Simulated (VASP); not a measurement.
Input of a VASP 6.6.1 run:

File INCAR:

```
SYSTEM = Au
  ALGO = Normal
  DIPOL = 0.5 0.5 0.294
  EDIFF = 1E-6
  ENCUT = 520
  GGA = PE
  IDIPOL = 3
  ISIF = 2
  ISMEAR = 0
  LASPH = .TRUE.
  LCHARG = .TRUE.
  LDIPOL = .TRUE.
  LELF = .TRUE.
  LREAL = .FALSE.
  LVACPOTAV = .TRUE.
  LVHAR = .TRUE.
  LWAVE = .FALSE.
  NBANDS = 18
  NELM = 80
  PREC = Accurate
  SIGMA = 0.1
```

KPOINTS

```
k-points
0
G
  3 3 1
  0 0 0
```

POSCAR

```
Au
1.0
    4.5268268226      0.0000000000      0.0000000000
   -2.2634134113      3.9203470269      0.0000000000
    0.0000000000      0.0000000000     23.8000000000
Au
2
Direct
    0.3333333333      0.6666666667      0.2941176471
    0.6666666667      0.3333333333      0.2941176471
```

Potentials or basis: VASP PAW PBE potentials, release 64 (Au).

The run is started by

```bash
$ cat potpaw_PBE.64/Au/POTCAR > POTCAR
$ mpirun -np 1 vasp_std > vasp.out
```

Q: What does it give for the band gap on the k mesh?

A: Zero (filled and empty bands touch).

Caveat: the k points lie up to 0.53 Å⁻¹ apart; spin-orbit coupling is left out, which moves the levels of the heavy elements.
